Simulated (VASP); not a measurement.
Crystal: LiBr.

```xyz
2
Lattice="0.0000 2.7506 2.7506 2.7506 0.0000 2.7506 2.7506 2.7506 0.0000" Properties=species:S:1:pos:R:3 pbc="T T T"
Li    0.0000    0.0000    0.0000
Br    2.7506    2.7506    2.7506
```

```yaml
Program: VASP 6.6.1
Task: relaxation of cell and atoms
Functional: PBEsol
Potentials_or_basis: VASP PAW PBE potentials, release 64 (Li_sv, Br)
Cutoff: 750 eV
k_mesh: 5 × 5 × 5
Occupations: gaussian, width 0.01 eV
Spin: no spin polarisation
```

At the start: pressure -1.3 GPa; volume 20.81 Å³/atom.

Problem. Where does the relaxation end?

Solution. Over 3 steps the energy falls by 4.1 meV/atom and the volume is 19.84 Å³/atom (-4.7 %); space group Fm-3m (No. 225, to 0.05 Å).

The path:
| step | energy change (eV) | largest force (eV/Å) | pressure (GPa) | volume (Å³) |
| --- | --- | --- | --- | --- |
| 1 | 0.0000 | 0.0000 | -1.28 | 41.62 |
| 2 | -0.0061 | 0.0000 | -0.68 | 40.63 |
| 3 | -0.0083 | 0.0000 | -0.03 | 39.68 |

Final structure:
```xyz
2
Lattice="0.0000 2.7071 2.7071 2.7071 0.0000 2.7071 2.7071 2.7071 0.0000" Properties=species:S:1:pos:R:3 pbc="T T T"
Li    0.0000    0.0000    0.0000
Br    2.7071    2.7071    2.7071
```

Caveat: the PAW data sets were made with another functional, which shifts forces and pressure a little.
